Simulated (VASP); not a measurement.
Input of a VASP 6.6.1 run:

Contents of INCAR:

```
SYSTEM = GaP
PREC = Accurate
ENCUT = 520
EDIFF = 1E-7
ISMEAR = 0
SIGMA = 0.05
LREAL = .False.
LASPH = .True.
NELM = 80
ALGO = Normal
ISIF = 2
LWAVE = .False.
LCHARG = .False.
NBANDS = 26
```

KPOINTS

```
Automatic mesh
0
Gamma
  9 9 9
  0 0 0
```

The input POSCAR:

```
GaP
1.0
    2.0159249131      1.1638947913      5.5806177395
   -2.0159249131      1.1638947913      5.5806177395
    0.0000000000     -2.3277895825      5.5806177395
Ga P
2 2
Direct
    0.4359784395      0.4359784395      0.4359784395
    0.5640215605      0.5640215605      0.5640215605
    0.0580350955      0.0580350955      0.0580350955
    0.9419649045      0.9419649045      0.9419649045
```

Potentials or basis: VASP PAW LDA potentials, release 64 (Ga_d, P).

Command:

```bash
$ cat potpaw_LDA.64/Ga_d/POTCAR potpaw_LDA.64/P/POTCAR > POTCAR
$ mpirun -np 1 vasp_std > vasp.out
```

Problem. What does it give for the band gap on the k mesh?

Solution. Zero (bands 18 and 19 overlap by 0.24 eV).

Problem. What does it give for the largest force?

Solution. 4.452 eV/Å.

Stress tensor (GPa, compression positive):
```
-8.87  0.00  0.00
 0.00 -8.87  0.00
 0.00  0.00 39.05
```

Caveat: the stress differs along the axes, from -9 to 39 GPa; semilocal functionals underestimate gaps, and a narrow one can read as zero; forces of over 1 eV/Å act on the atoms, so gaps and moduli don't describe the material at rest.
